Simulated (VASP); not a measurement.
Write the native input for VASP 6.6.1 that does the following.

```yaml
Task: single point
Functional: PBE0
Potentials_or_basis: VASP PAW PBE potentials, release 64 (Au)
Cutoff: 520 eV
k_mesh: 6 × 6 × 6
Occupations: fermi-dirac, width 0.05 eV
Spin: no spin polarisation
Dipole_correction: no
Grid_for_exact_exchange_PRECFOCK: Normal
Further_INCAR_settings: ALGO = Normal; EDIFF = 1e-06; NBANDS = 12
Share_of_exact_exchange: 0.25
```

Crystal: Au.

```
Au
1.0
     0.00000    2.04848    2.04848
     2.04848    0.00000    2.04848
     2.04848    2.04848    0.00000
Au
1
Direct
  0.00000 0.00000 0.00000
```

The input as run:

POSCAR

```
Au
1.0
    0.0000000000      2.0484772140      2.0484772140
    2.0484772140      0.0000000000      2.0484772140
    2.0484772140      2.0484772140      0.0000000000
Au
1
Direct
    0.0000000000      0.0000000000      0.0000000000
```

INCAR.step1

```
PREC = Accurate
ENCUT = 520
EDIFF = 1E-5
ISMEAR = -1
SIGMA = 0.05
LREAL = F
LASPH = T
NELM = 100
ALGO = Normal
ISIF = 2
LWAVE = T
NBANDS = 12
GGA = PE
```

INCAR.step2

```
PREC = Accurate
ENCUT = 520
EDIFF = 1E-6
ISMEAR = -1
SIGMA = 0.05
LREAL = F
LASPH = T
NELM = 100
ALGO = Normal
ISIF = 2
LWAVE = F
LCHARG = T
GGA = PE
LHFCALC = T
AEXX = 0.25
PRECFOCK = Normal
LELF = T
LVHAR = T
NBANDS = 12
ISTART = 1
```

KPOINTS

```
regular mesh
0
Gamma
  6 6 6
```

Potentials or basis: VASP PAW PBE potentials, release 64 (Au).

Run with:

```sh
$ cat potpaw_PBE.64/Au/POTCAR > POTCAR
$ cp INCAR.step1 INCAR
$ mpirun -np 1 vasp_std > vasp.out
$ cp INCAR.step2 INCAR
$ mpirun -np 1 vasp_std > vasp.out
```

Results of the run:

```yaml
Pressure: 4.9 GPa
Band_gap_on_the_k_mesh: zero (an odd number of electrons rules out a gap without spin polarisation)
```

Caveat: the k points lie up to 0.44 Å⁻¹ apart, too coarse for converged energies and pressures of a metal; the PAW data sets were made with another functional, which shifts forces and pressure a little; spin-orbit coupling is left out, which moves the levels of the heavy elements.

Run time: 12 min on 1 thread of Intel(R) Xeon(R) Platinum 8259CL CPU @ 2.50GHz (Skylake/Cascade Lake), on a shared host, peak memory 0.16 GiB.
